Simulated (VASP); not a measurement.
# Hf2N (P4_2/mnm) in VASP: further runs

The runs below take Hf2N through single point, with PBEsol, r2SCAN.

All numbers are computed with VASP 6.6.1; they aren't measurements. Logs are shortened: lines on timing, memory, paths and dates and some standing lists are left out, and cuts for length are marked.

## 1. The cell of the first run

The structure is tetragonal, space group P4_2/mnm (No. 136). The conventional cell has a = 5.295 Å, b = 5.295 Å, c = 3.228 Å, α = 90.00°, β = 90.00°, γ = 90.00°. Within 2.9 Å of Hf (site symmetry m2m) lie 3 N at 2.21 to 2.23 Å. Within 2.9 Å of N (site symmetry mmm) lie 6 Hf at 2.21 to 2.23 Å.

## 2. Single point, PBEsol

The input, INCAR:

```
SYSTEM = Hf2N
PREC     = Accurate       ! precision mode
ENCUT    = 520            ! plane-wave cutoff, eV
EDIFF    = 1E-6           ! SCF threshold, eV
ISMEAR   = 0              ! smearing method
SIGMA    = 0.1            ! smearing width, eV
LREAL    = .FALSE.        ! projectors in reciprocal space
LASPH    = .TRUE.         ! aspherical terms in the spheres
NELM     = 80             ! most SCF steps
ALGO     = Normal         ! electronic algorithm
ISIF     = 2              ! what is computed and relaxed
LWAVE    = .FALSE.        ! write WAVECAR
LCHARG   = .FALSE.        ! write CHGCAR
GGA      = PS             ! functional
NBANDS   = 34             ! bands
```

The input, KPOINTS:

```
regular mesh
0
G
  8 8 12
  0 0 0
```

The input, POSCAR:

```
Hf2N
1.0
    5.2954368000      0.0000000000      0.0000000000
    0.0000000000      5.2954368000      0.0000000000
    0.0000000000      0.0000000000      3.2275578676
Hf N
4 2
Direct
    0.2954481245      0.2954481245      0.0000000000
    0.7045518755      0.7045518755      0.0000000000
    0.7954481245      0.2045518755      0.5000000000
    0.2045518755      0.7954481245      0.5000000000
    0.0000000000      0.0000000000      0.0000000000
    0.5000000000      0.5000000000      0.5000000000
```

Potentials or basis: VASP PAW PBE potentials, release 64 (Hf_pv, N).

Started as:

```bash
$ cat potpaw_PBE.64/Hf_pv/POTCAR potpaw_PBE.64/N/POTCAR > POTCAR
$ mpirun -np 1 vasp_std > vasp.out
```

OUTCAR:

```text
SYSTEM = Hf2N
   PREC = Accurate
   ENCUT = 520
   EDIFF = 1E-6
   ISMEAR = 0
   LREAL = .FALSE.
   LASPH = .TRUE.
   NELM = 80
   ISIF = 2
   GGA = PS

 ion  position               nearest neighbor table
   1  0.295  0.295  0.000-   5 2.21   6 2.23   6 2.23   2 3.06   4 3.14   3 3.14   4 3.14   3 3.14
                             4 3.14   4 3.14   3 3.14   3 3.14   2 3.81   2 3.81
   2  0.705  0.705  0.000-   5 2.21   6 2.23   6 2.23   1 3.06   4 3.14   3 3.14   4 3.14   3 3.14
                             3 3.14   3 3.14   4 3.14   4 3.14   1 3.81   1 3.81
   3  0.795  0.205  0.500-   6 2.21   5 2.23   5 2.23   4 3.06   1 3.14   1 3.14   2 3.14   2 3.14
                             2 3.14   2 3.14   1 3.14   1 3.14   4 3.81   4 3.81
   4  0.205  0.795  0.500-   6 2.21   5 2.23   5 2.23   3 3.06   1 3.14   1 3.14   2 3.14   2 3.14
                             1 3.14   1 3.14   2 3.14   2 3.14   3 3.81   3 3.81
   5  0.000  0.000  0.000-   1 2.21   2 2.21   3 2.23   4 2.23   3 2.23   4 2.23
   6  0.500  0.500  0.500-   3 2.21   4 2.21   1 2.23   2 2.23   1 2.23   2 2.23

  LATTYP: Found a simple tetragonal cell.
 ALAT       =     5.2954368000
 C/A-ratio  =     0.6094979488

  Lattice vectors:

 A1 = (   5.2954368000,   0.0000000000,   0.0000000000)
 A2 = (   0.0000000000,   5.2954368000,   0.0000000000)
 A3 = (   0.0000000000,   0.0000000000,   3.2275578676)

Analysis of symmetry for initial positions (statically):
=====================================================================
 Subroutine PRICEL returns:
 Original cell was already a primitive cell.

 Routine SETGRP: Setting up the symmetry group for a
 simple tetragonal supercell.

 Subroutine GETGRP returns: Found 16 space group operations
 (whereof  8 operations were pure point group operations)
 out of a pool of 16 trial point group operations.

The static configuration has the point symmetry D_2h.
 The point group associated with its full space group is D_4h.

Analysis of symmetry for dynamics (positions and initial velocities):
=====================================================================
 Subroutine PRICEL returns:
 Original cell was already a primitive cell.

 Routine SETGRP: Setting up the symmetry group for a
 simple tetragonal supercell.

 Subroutine GETGRP returns: Found 16 space group operations
 (whereof  8 operations were pure point group operations)
 out of a pool of 16 trial point group operations.

The dynamic configuration has the point symmetry D_2h.
 The point group associated with its full space group is D_4h.

[... 105 lines left out ...]
   NELM   =     80;   NELMIN=  2; NELMDL= -5     # of ELM steps
   EDIFF  = 0.1E-05   stopping-criterion for ELM
   LREAL  =      F    real-space projection
   EDIFFG = 0.1E-04   stopping-criterion for IOM
   NSW    =      0    number of steps for IOM
   IBRION =     -1    ionic relax: 0-MD 1-quasi-New 2-CG
   NFREE  =      0    steps in history (QN), initial steepest desc. (CG)
   ISIF   =      2    stress and relaxation
   ISYM   =      2    0-nonsym 1-usesym 2-fastsym
   POTIM  = 0.5000    time-step for ionic-motion
   TEBEG  =    0.0;   TEEND  =   0.0 temperature during run
   PSTRESS=    0.0 pullay stress
   NELECT =      50.0000    total number of electrons
   NUPDOWN=      -1.0000    fix difference up-down
   EMIN   =  10.00;   EMAX   =-10.00  energy-range for DOS
   EFERMI =   0.00;   METHOD = LEGACY
   ISMEAR =     0;   SIGMA  =   0.10  broadening in eV -4-tet -1-fermi 0-gaus
   EFERMI_NEDOS =   21; number of points for ismear=-14 and -15
   IALGO  =     38    algorithm
   IMIX   =      4    mixing-type and parameters
     AMIX     =   0.40;   BMIX     =  1.00
     AMIX_MAG =   1.60;   BMIX_MAG =  1.00
  volume/ion in A,a.u.               =      15.08       101.79
  Fermi-wavevector in a.u.,A,eV,Ry     =   1.343298  2.538465 24.551018  1.804449
  Thomas-Fermi vector in A             =   2.471383
   LORBIT       =      0    0 simple, 1 ext, 2 COOP (PROOUT), +10 PAW based schemes
   GGA     = PS    functional components
   LHFCALC =     F    Hartree Fock is set to
   AEXX    =    0.0000 exact exchange contribution
   IVDW    =     0    specifies the selected vdW correction
   LEPSILON=     F    determine dielectric tensor
   LRPA    =     F    only Hartree local field effects (RPA)
 non-spin polarized calculation
 Gauss-broadening in eV      SIGMA  =   0.10
  energy-cutoff  :      520.00
  volume of cell :       90.51
 maximum number of plane-waves:      2464
 NGX is ok and might be reduce to    40
   NGX = 19   NGY = 19   NGZ = 13

 number of electron      50.0000008 magnetization

 Free energy of the ion-electron system (eV)
  ---------------------------------------------------
  ext. energy  EPLUGINS =         0.00000000
  ---------------------------------------------------
  free energy    TOTEN  =       -67.50399218 eV

  energy without entropy =      -67.49138401  energy(sigma->0) =      -67.49768809

 E-fermi :   5.8836     XC(G=0): -12.1600

 val. band max:        5.8505891621   @ k =   0.3750   0.3750   0.3333
 cond. band min:       5.8877260772   @ k =   0.2500   0.2500   0.3333
 fundamental gap:      0.0371369151
 Fermi energy:         5.8835816201

 k-point     1 :       0.0000    0.0000    0.0000
  band No.  band energies     occupation
      1     -25.2582      2.00000
      2     -24.7396      2.00000
      3     -24.6755      2.00000
      4     -24.6755      2.00000
      5     -24.4387      2.00000
      6     -24.2877      2.00000
[... 877 lines left out ...]
     33       9.9488      0.00000
     34       9.9488      0.00000

 [... further k-points ...]
[... 5 lines left out ...]
  --------------------------------------------------------------------------------------
  -------------------------------------------------------------------------------------
  Total       -0.5345786     -0.5345786     -0.6298422     -0.0000000      0.0000000      0.0000000
  in kB       -9.4633413     -9.4633413    -11.1497396     -0.0000000      0.0000000      0.0000000
  external PRESSURE =     -10.0254741 kB  Pullay stress =       0.0000000 kB

 VOLUME and BASIS-vectors are now :
 -----------------------------------------------------------------------------
  energy-cutoff  :      520.00
  volume of cell :       90.51
      direct lattice vectors                 reciprocal lattice vectors
     5.295436800  0.000000000  0.000000000     0.188841835  0.000000000  0.000000000
     0.000000000  5.295436800  0.000000000     0.000000000  0.188841835  0.000000000
     0.000000000  0.000000000  3.227557868     0.000000000  0.000000000  0.309831780

 POSITION                                       TOTAL-FORCE (eV/Angst)
 -----------------------------------------------------------------------------------
      1.56453      1.56453      0.00000         0.003313      0.003313     -0.000000
      3.73091      3.73091      0.00000        -0.003313     -0.003313      0.000000
      4.21225      1.08319      1.61378         0.003313     -0.003313      0.000000
      1.08319      4.21225      1.61378        -0.003313      0.003313      0.000000
      0.00000      0.00000      0.00000         0.000000      0.000000      0.000000
      2.64772      2.64772      1.61378         0.000000      0.000000      0.000000
 -----------------------------------------------------------------------------------
    total drift:                               -0.000000      0.000000      0.000000

  FREE ENERGIE OF THE ION-ELECTRON SYSTEM (eV)
  ---------------------------------------------------
  free  energy   TOTEN  =       -67.5039921806 eV

  energy  without entropy=      -67.4913840076  energy(sigma->0) =      -67.49768809
```

Run time: 2 min. Hardware: 1 thread of Intel Xeon 6975P-C (Granite Rapids), shared host; peak memory 0.36 GiB.

Results:

```
Free energy            : -67.5040 eV
Pressure               : -1.0 GPa
Largest force          : 0.005 eV/Å
Band gap on the k mesh : zero (bands 25 and 26 overlap by 2.70 eV)
```

Forces in eV/Å, atoms in the order of the input:
```
Hf   0.003  0.003  0.000
Hf  -0.003 -0.003  0.000
Hf   0.003 -0.003  0.000
Hf  -0.003  0.003  0.000
N    0.000  0.000  0.000
N    0.000  0.000  0.000
```

Stress tensor (GPa, compression positive):
```
-0.95  0.00  0.00
 0.00 -0.95  0.00
 0.00  0.00 -1.11
```

Levels at points of the mesh, in eV from the Fermi level:
| k point | band 23 | band 24 | band 25 | band 26 | band 27 | band 28 |
| --- | --- | --- | --- | --- | --- | --- |
| (0.00, 0.00, 0.00) | -0.10 | 0.79 | 1.05 | 1.12 | 1.12 | 1.57 |
| (0.50, 0.00, 0.00) | -1.08 | -1.08 | 1.44 | 1.44 | 1.88 | 1.88 |
| (0.50, 0.50, 0.00) | -1.44 | -1.44 | 1.05 | 1.05 | 1.52 | 1.52 |
| (0.00, 0.00, 0.50) | -1.27 | -1.27 | -1.26 | -1.26 | 2.19 | 2.19 |
| (0.50, 0.00, 0.50) | -1.17 | -1.17 | -0.95 | -0.95 | 1.78 | 1.78 |
| (0.50, 0.50, 0.50) | -0.87 | -0.87 | -0.55 | -0.55 | 1.30 | 1.30 |

Caveat: the PAW data sets were made with another functional, which shifts forces and pressure a little; spin-orbit coupling is left out, which moves the levels of the heavy elements.

## 3. Single point, r2SCAN

This run uses another cell than the first one, of 15.36 Å³/atom.

The input, POSCAR:

```
Hf2N
1.0
    5.3251124426      0.0000000000      0.0000000000
    0.0000000000      5.3251124426      0.0000000000
    0.0000000000      0.0000000000      3.2499820854
Hf N
4 2
Direct
    0.2954873860      0.2954873860      0.0000000000
    0.7045126140      0.7045126140      0.0000000000
    0.7954873860      0.2045126140      0.5000000000
    0.2045126140      0.7954873860      0.5000000000
    0.0000000000      0.0000000000      0.0000000000
    0.5000000000      0.5000000000      0.5000000000
```

The input, INCAR.step1:

```
PREC = Accurate ; ENCUT = 520
ISMEAR = 0 ; SIGMA = 0.1
LREAL = False ; LASPH = True
NELM = 100 ; NBANDS = 34
GGA = PE ; ALGO = Normal
EDIFF = 1E-4 ; LWAVE = True
LCHARG = False
```

The input, INCAR.step2:

```
PREC = Accurate ; ENCUT = 520
EDIFF = 1E-6 ; ISMEAR = 0
SIGMA = 0.1 ; LREAL = False
LASPH = True ; NELM = 100
ALGO = Normal ; ISIF = 2
LWAVE = False ; LCHARG = False
METAGGA = R2SCAN ; LMIXTAU = True
NBANDS = 34 ; ISTART = 1
```

The input, KPOINTS:

```
regular mesh
0
Gamma
  8 8 12
```

Potentials or basis: VASP PAW PBE potentials, release 64 (Hf_pv, N).

Started as:

```bash
$ cat potpaw_PBE.64/Hf_pv/POTCAR potpaw_PBE.64/N/POTCAR > POTCAR
$ cp INCAR.step1 INCAR
$ mpirun -np 1 vasp_std > vasp.out
$ cp INCAR.step2 INCAR
$ mpirun -np 1 vasp_std > vasp.out
```

Wall time 7 min (1 thread of Intel Xeon 6975P-C (Granite Rapids), shared host); peak memory 0.38 GiB.

It converged, with:

```
Free energy            : -207.3302 eV
Pressure               : -1.5 GPa
Largest force          : 0.015 eV/Å
Band gap on the k mesh : zero (bands 25 and 26 overlap by 2.75 eV)
```

Forces on the atoms (eV/Å):
```
Hf   0.011  0.011  0.000
Hf  -0.011 -0.011  0.000
Hf   0.011 -0.011  0.000
Hf  -0.011  0.011  0.000
N    0.000  0.000  0.000
N    0.000  0.000  0.000
```

Stress tensor (GPa, compression positive):
```
-1.43  0.00  0.00
 0.00 -1.43  0.00
 0.00  0.00 -1.60
```

Levels at points of the mesh, in eV from the Fermi level:
| k point | band 22 | band 23 | band 24 | band 25 | band 26 | band 27 | band 28 | band 29 |
| --- | --- | --- | --- | --- | --- | --- | --- | --- |
| (0.00, 0.00, 0.00) | -2.23 | -0.47 | 1.01 | 1.11 | 1.11 | 1.18 | 1.78 | 1.97 |
| (0.50, 0.00, 0.00) | -2.71 | -1.13 | -1.13 | 1.40 | 1.40 | 2.01 | 2.01 | 2.13 |
| (0.50, 0.50, 0.00) | -2.00 | -1.47 | -1.47 | 1.03 | 1.03 | 1.63 | 1.63 | 2.01 |
| (0.00, 0.00, 0.50) | -1.67 | -1.36 | -1.36 | -1.34 | -1.34 | 2.28 | 2.28 | 3.89 |
| (0.50, 0.00, 0.50) | -1.99 | -1.33 | -1.33 | -1.10 | -1.10 | 1.82 | 1.82 | 4.01 |
| (0.50, 0.50, 0.50) | -1.86 | -0.79 | -0.79 | -0.75 | -0.75 | 1.28 | 1.28 | 2.92 |

Caveat: the PAW data sets were made with another functional, which shifts forces and pressure a little; spin-orbit coupling is left out, which moves the levels of the heavy elements.

The gap in the log of VASP goes by the Fermi energy; the results here count the filled bands.